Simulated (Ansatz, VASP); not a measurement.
# Ba: VASP beside Ansatz

```
CELL_PARAMETERS angstrom
4.18451 0.00000 0.00000
-2.09225 3.62389 0.00000
0.00000 0.00000 13.62461
ATOMIC_POSITIONS crystal
Ba 0.00000 0.00000 0.00000
Ba 0.00000 0.00000 0.50000
Ba 0.33333 0.66667 0.25000
Ba 0.66667 0.33333 0.75000
```

Alike in both runs: task single point; functional LDA; k mesh 10 × 10 × 3; occupations fermi-dirac, width 0.1 eV; no spin polarisation.

|  | VASP | Ansatz |
| --- | --- | --- |
| version | VASP 6.6.1 | Ansatz 0.2.0 |
| potentials or method | VASP PAW LDA potentials, release 64 (Ba_sv), cutoff 520 eV | plane waves (420 eV) with PAW, scalar-relativistic |
| valence electrons in the cell | 40 | 40 |

|  | VASP | Ansatz | Ansatz less VASP |
| --- | --- | --- | --- |
| pressure (GPa) | 0.5 | 0.4 | -0.11 |

Ansatz warns that its potentials were made for another functional, while VASP's fit it. LDA's correlation is that of Perdew and Zunger in VASP and of Perdew and Wang (1992) in Ansatz.

Neither program's run includes spin-orbit coupling.
